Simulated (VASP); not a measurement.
Rh: single point with PBE

Rh:

```
Rh
1.0
     0.00000    1.89204    1.90155
     1.90155    0.00000    1.90155
     1.90155    1.89204    0.00000
Rh
1
Direct
  0.00000 0.00000 0.00000
```

This cell differs from its parent crystal: strain -0.0050 x Voigt [0, 1, 0, 0, 0, 0].

```
Program             : VASP 6.6.1
Task                : single point
Functional          : PBE
Potentials or basis : VASP PAW PBE potentials, release 64 (Rh_pv)
Cutoff              : 520 eV
k mesh              : 22 × 22 × 22
Occupations         : gaussian, width 0.15 eV
Spin                : no spin polarisation
```

* Pressure: 7.3 GPa

Stress tensor (GPa, compression positive):
```
6.87 0.00 0.00
0.00 8.11 0.00
0.00 0.00 6.87
```

Levels at points of the mesh, in eV from the Fermi level:
| k point | band 5 | band 6 | band 7 | band 8 | band 9 | band 10 |
| --- | --- | --- | --- | --- | --- | --- |
| (0.00, 0.00, 0.00) | -3.11 | -3.11 | -3.06 | -1.03 | -0.96 | 16.00 |
| (0.50, 0.00, 0.00) | -3.20 | -3.15 | 0.57 | 0.59 | 0.73 | 8.70 |
| (0.50, 0.50, 0.00) | -5.98 | 0.55 | 0.97 | 1.02 | 3.24 | 12.30 |
| (0.50, 0.00, 0.50) | -5.99 | 0.55 | 1.00 | 1.00 | 3.35 | 12.44 |

Run time: 54 s on 1 thread of Intel(R) Xeon(R) 6975P-C (Granite Rapids) (shared host), peak memory 0.25 GiB.

Caveat: the cell differs from its parent crystal (strain -0.0050 x Voigt [0, 1, 0, 0, 0, 0]).
